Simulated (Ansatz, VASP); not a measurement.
# Two plane-wave programs on AlN

Contents of POSCAR:

```
AlN
1.0
    0.0000000000      2.1839935600      2.1839935600
    2.1839935600      0.0000000000      2.1839935600
    2.1839935600      2.1839935600      0.0000000000
Al N
1 1
Direct
    0.0000000000      0.0000000000      0.0000000000
    0.2500000000      0.2500000000      0.2500000000
```

INCAR.step1

```
PREC     = Accurate       # precision mode
ENCUT    = 520            # plane-wave cutoff, eV
ISMEAR   = 0              # smearing method
SIGMA    = 0.1            # smearing width, eV
LREAL    = F              # projectors in reciprocal space
LASPH    = T              # aspherical terms in the spheres
NELM     = 60             # most SCF steps
NBANDS   = 11             # bands
GGA      = PE             # functional
ALGO     = Normal         # electronic algorithm
EDIFF    = 1E-4           # SCF threshold, eV
LWAVE    = T              # write WAVECAR
LCHARG   = F              # write CHGCAR
```

Contents of INCAR.step2:

```
PREC     = Accurate       # precision mode
ENCUT    = 520            # plane-wave cutoff, eV
EDIFF    = 1E-7           # SCF threshold, eV
ISMEAR   = 0              # smearing method
SIGMA    = 0.1            # smearing width, eV
LREAL    = F              # projectors in reciprocal space
LASPH    = T              # aspherical terms in the spheres
NELM     = 60             # most SCF steps
ALGO     = Normal         # electronic algorithm
ISIF     = 2              # what is computed and relaxed
LWAVE    = F              # write WAVECAR
LCHARG   = T              # write CHGCAR
METAGGA  = R2SCAN         # meta-GGA
LMIXTAU  = T            
LELF     = T              # ELF
LVHAR    = T            
NBANDS   = 11             # bands
ISTART   = 1
```

KPOINTS

```
Automatic mesh
0
Gamma
  8 8 8
```

Input for Ansatz:

```yaml
crystal:
  lattice:
    - [0.0, 2.18399356, 2.18399356]
    - [2.18399356, 0.0, 2.18399356]
    - [2.18399356, 2.18399356, 0.0]
  atoms:
    - { symbol: Al, position: [0.0, 0.0, 0.0] }
    - { symbol: "N", position: [0.25, 0.25, 0.25] }
basis:
  ecutwfc: 500
kpoints:
  mp_grid: { grid: [8, 8, 8] }
hamiltonian:
  xc: r2scan
  pseudopotentials: { kind: paw, azcp: { folder: soft_1 } }
scf:
  occupations: { method: gaussian, width: 0.1 }
output:
  forces: true
  stress: true
  eigenvalues: true
```

Alike in both runs: task single point; functional r2SCAN; k mesh 8 × 8 × 8; occupations gaussian, width 0.1 eV; no spin polarisation.

|  | VASP | Ansatz |
| --- | --- | --- |
| version | VASP 6.6.1 | Ansatz 0.2.0 |
| potentials or method | VASP PAW PBE potentials, release 64 (Al, N), cutoff 520 eV | scalar-relativistic, plane waves, PAW |
| valence electrons in the cell | 8 | 8 |

Ansatz gave:

```
gap on the k mesh at the Fermi level (eV) : 3.93
least direct gap on the mesh (eV)         : 4.85
pressure (GPa)                            : 0.2
```

Q: Estimate VASP's values.

A: gap on the k mesh at the Fermi level (eV): 3.93; least direct gap on the mesh (eV): 4.89; pressure (GPa): -0.1.

VASP's potentials were made for PBE, not for r2SCAN. The functional is the same, so the differences come from potentials, cutoffs and numerics.
